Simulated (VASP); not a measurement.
# Ba5HfO2 (P-3m1) in VASP: notebook, part 2 of 2

VASP 6.6.1. The steps go on from the part before.

### Step 3. Relaxation of cell and atoms, PBE

This run uses another cell than the first one, of 28.08 Å³/atom.

INCAR reads:

```
PREC     = Accurate       # precision mode
ENCUT    = 600            # plane-wave cutoff, eV
EDIFF    = 1E-6           # SCF threshold, eV
ISMEAR   = 0              # smearing method
SIGMA    = 0.2            # smearing width, eV
LREAL    = False          # projectors in reciprocal space
LASPH    = True           # aspherical terms in the spheres
NELM     = 80             # most SCF steps
ALGO     = Normal         # electronic algorithm
ISIF     = 3              # what is computed and relaxed
LWAVE    = False          # write WAVECAR
LCHARG   = False          # write CHGCAR
GGA      = PE             # functional
IBRION   = 2              # ionic algorithm
NSW      = 36             # ionic steps
EDIFFG   = -0.08          # ionic threshold
```

KPOINTS reads:

```
Automatic mesh
0
Gamma
  5 5 1
```

POSCAR reads:

```
Ba5HfO2
1.0
    3.8500000000      0.0000000000      0.0000000000
   -1.9250000000      3.3341978000      0.0000000000
    0.0000000000      0.0000000000     17.5000000000
Ba Hf O
5 1 2
Direct
    0.0000000000      0.0000000000      0.5000000000
    0.6666666700      0.3333333300      0.3300000000
    0.3333333300      0.6666666700      0.6700000000
    0.3333333300      0.6666666700      0.1550000000
    0.6666666700      0.3333333300      0.8450000000
    0.0000000000      0.0000000000      0.0000000000
    0.6666666700      0.3333333300      0.5850000000
    0.3333333300      0.6666666700      0.4150000000
```

Potentials or basis: VASP PAW PBE potentials, release 64 (Ba_sv, Hf_pv, O).

The run is started by

```
> cat potpaw_PBE.64/Ba_sv/POTCAR potpaw_PBE.64/Hf_pv/POTCAR potpaw_PBE.64/O/POTCAR > POTCAR
> mpirun -np 1 vasp_std > vasp.out
```

OUTCAR:

```text
PREC = Accurate
   ENCUT = 600
   EDIFF = 1E-6
   ISMEAR = 0
   LREAL = False
   LASPH = True
   NELM = 80
   ISIF = 3
   GGA = PE
   IBRION = 2
   NSW = 36
   EDIFFG = -0.08

 ion  position               nearest neighbor table
   1  0.000  0.000  0.500-   7 2.67   8 2.67   8 2.67   7 2.67   7 2.67   8 2.67   2 3.71   3 3.71
                             3 3.71   2 3.71   3 3.71   2 3.71
   2  0.667  0.333  0.330-   8 2.67   8 2.67   8 2.67   1 3.71   1 3.71   1 3.71   4 3.78   4 3.78
                             4 3.78
   3  0.333  0.667  0.670-   7 2.67   7 2.67   7 2.67   1 3.71   1 3.71   1 3.71   5 3.78   5 3.78
                             5 3.78
   4  0.333  0.667  0.155-   6 3.51   6 3.51   6 3.51   2 3.78   2 3.78   2 3.78
   5  0.667  0.333  0.845-   6 3.51   6 3.51   6 3.51   3 3.78   3 3.78   3 3.78
   6  0.000  0.000  0.000-   4 3.51   5 3.51   4 3.51   5 3.51   5 3.51   4 3.51
   7  0.667  0.333  0.585-   3 2.67   1 2.67   3 2.67   1 2.67   1 2.67   3 2.67
   8  0.333  0.667  0.415-   2 2.67   1 2.67   2 2.67   1 2.67   1 2.67   2 2.67

  LATTYP: Found a hexagonal cell.
 ALAT       =     3.8500000000
 C/A-ratio  =     4.5454545455

  Lattice vectors:

 A1 = (   3.8500000000,   0.0000000000,   0.0000000000)
 A2 = (  -1.9250000000,   3.3341978000,   0.0000000000)
 A3 = (   0.0000000000,   0.0000000000,  17.5000000000)

Analysis of symmetry for initial positions (statically):
=====================================================================
 Subroutine PRICEL returns:
 Original cell was already a primitive cell.
[... 165 lines left out ...]

 E-fermi :   4.0351     XC(G=0):  -9.5760

 val. band max:        4.0346869514   @ k =   0.0000   0.0000   0.0000
 cond. band min:       4.0443883051   @ k =   0.4000   0.2000   0.0000
 fundamental gap:      0.0097013537
 Fermi energy:         4.0350904377

 k-point     1 :       0.0000    0.0000    0.0000
  band No.  band energies     occupation
      1     -27.4314      2.00000
      2     -27.4022      2.00000
      3     -27.4022      2.00000
      4     -24.5537      2.00000
      5     -24.5253      2.00000
      6     -24.0328      2.00000
[... 338 lines left out ...]
  FREE ENERGIE OF THE ION-ELECTRON SYSTEM (eV)
  ---------------------------------------------------
  free  energy   TOTEN  =       -36.3417419175 eV

  energy  without entropy=      -36.2115354340  energy(sigma->0) =      -36.27663868

[... ionic steps 4 to 8 ...]

--------------------------------------- Ionic step        9  -------------------------------------------

 number of electron      71.9999996 magnetization

------------------------ aborting loop because EDIFF is reached ----------------------------------------
[... 79 lines left out ...]
--------------------------------------- Ionic step       11  -------------------------------------------

 number of electron      72.0000003 magnetization

 Free energy of the ion-electron system (eV)
  ---------------------------------------------------
  ext. energy  EPLUGINS =         0.00000000
  ---------------------------------------------------
  free energy    TOTEN  =       -36.87286393 eV

  energy without entropy =      -36.78190092  energy(sigma->0) =      -36.82738242

 E-fermi :   3.1438     XC(G=0):  -8.7621

 val. band max:        3.0506826770   @ k =   0.4000  -0.0000   0.0000
 cond. band min:       3.2517546816   @ k =   0.4000   0.2000   0.0000
 fundamental gap:      0.2010720046
 Fermi energy:         3.1437999238

 k-point     1 :       0.0000    0.0000    0.0000
  band No.  band energies     occupation
      1     -28.4327      2.00000
      2     -28.4327      2.00000
      3     -28.3942      2.00000
      4     -25.7340      2.00000
      5     -25.7064      2.00000
      6     -25.4161      2.00000
[... 254 lines left out ...]
  FREE ENERGIE OF THE ION-ELECTRON SYSTEM (eV)
  ---------------------------------------------------
  free  energy   TOTEN  =       -36.8728639255 eV

  energy  without entropy=      -36.7819009189  energy(sigma->0) =      -36.82738242

 reached required accuracy - stopping structural energy minimisation
```

OSZICAR:

```text
N       E                     dE             d eps       ncg     rms          rms(c)
DAV:   1     0.585000165266E+03    0.58500E+03   -0.37379E+04   430   0.169E+03
DAV:   2     0.165228154453E+01   -0.58335E+03   -0.57392E+03   627   0.338E+02
DAV:   3    -0.422981098976E+02   -0.43950E+02   -0.43379E+02   532   0.872E+01
[... 148 lines left out ...]
DAV:   5    -0.368728903357E+02    0.32138E-03   -0.27109E-03   564   0.120E-01    0.430E-02
DAV:   6    -0.368728598486E+02    0.30487E-04   -0.27449E-04   513   0.520E-02    0.227E-02
DAV:   7    -0.368728629265E+02   -0.30779E-05   -0.40401E-05   537   0.173E-02    0.116E-02
DAV:   8    -0.368728639466E+02   -0.10201E-05   -0.69573E-06   401   0.824E-03    0.207E-03
DAV:   9    -0.368728639255E+02    0.21090E-07   -0.46791E-07   259   0.309E-03
  11 F= -.36872864E+02 E0= -.36827382E+02  d E =-.449103E-02
```

Wall time 7 min (1 thread of Intel Xeon 6975P-C (Granite Rapids), shared host); peak memory 0.44 GiB.

What came out:

| Property | Result |
| --- | --- |
| Free energy | -36.8729 eV |
| Relaxed volume | 33.81 Å³/atom |
| Relaxed cell | a = 3.957 Å, b = 3.957 Å, c = 19.942 Å, α = 90.00°, β = 90.00°, γ = 120.00° |
| Space group after relaxing (to 0.1 Å) | P-3m1 (No. 164) |
| Energy gained by relaxing | 187.9 meV/atom |
| Ionic steps | 11 |
| Pressure after relaxing | -0.1 GPa |
| Largest force after relaxing | 0.048 eV/Å |
| Band gap on the k mesh | zero (bands 36 and 37 overlap by 0.20 eV) |

Forces on the atoms (eV/Å):
```
Ba   0.000  0.000  0.000
Ba   0.000  0.000  0.015
Ba   0.000  0.000 -0.015
Ba   0.000  0.000 -0.048
Ba   0.000  0.000  0.048
Hf   0.000  0.000  0.000
O    0.000  0.000 -0.048
O    0.000  0.000  0.048
```

Stress tensor (GPa, compression positive):
```
-0.13  0.00  0.00
 0.00 -0.13  0.00
 0.00  0.00  0.03
```

Step by step:
| step | energy change (eV) | largest force (eV/Å) | pressure (GPa) | volume (Å³) |
| --- | --- | --- | --- | --- |
| 1 | 0.0000 | 1.0933 | 6.19 | 224.64 |
| 2 | -0.9468 | 1.0671 | -0.05 | 261.62 |
| 3 | -0.9720 | 1.0261 | -0.98 | 270.10 |
| 4 | -1.2189 | 0.7806 | -0.79 | 269.29 |
| 5 | -1.4170 | 0.4278 | -0.30 | 267.76 |
| 6 | -1.4349 | 0.3110 | -0.06 | 267.10 |
| 7 | -1.4788 | 0.2035 | 0.22 | 266.22 |
| 8 | -1.4885 | 0.1199 | 0.44 | 265.53 |
| 9 | -1.4985 | 0.0817 | -0.19 | 271.26 |
| 10 | -1.4986 | 0.0855 | -0.12 | 270.63 |
| 11 | -1.5031 | 0.0479 | -0.07 | 270.46 |

Final structure:
```
CELL_PARAMETERS angstrom
3.95740 0.00000 0.00000
-1.97870 3.42721 0.00000
0.00000 0.00000 19.94154
ATOMIC_POSITIONS crystal
Ba 0.00000 0.00000 0.50000
Ba 0.66667 0.33333 0.34143
Ba 0.33333 0.66667 0.65857
Ba 0.33333 0.66667 0.13732
Ba 0.66667 0.33333 0.86268
Hf 0.00000 0.00000 0.00000
O 0.66667 0.33333 0.58642
O 0.33333 0.66667 0.41358
```

Caveat: the k points lie up to 0.37 Å⁻¹ apart in the final cell; the volume moved by over 15 % at a fixed basis, so the end points are rough; spin-orbit coupling is left out, which moves the levels of the heavy elements; the relaxation stopped at a loose force limit of 0.08 eV/Å, so its end isn't a converged minimum.
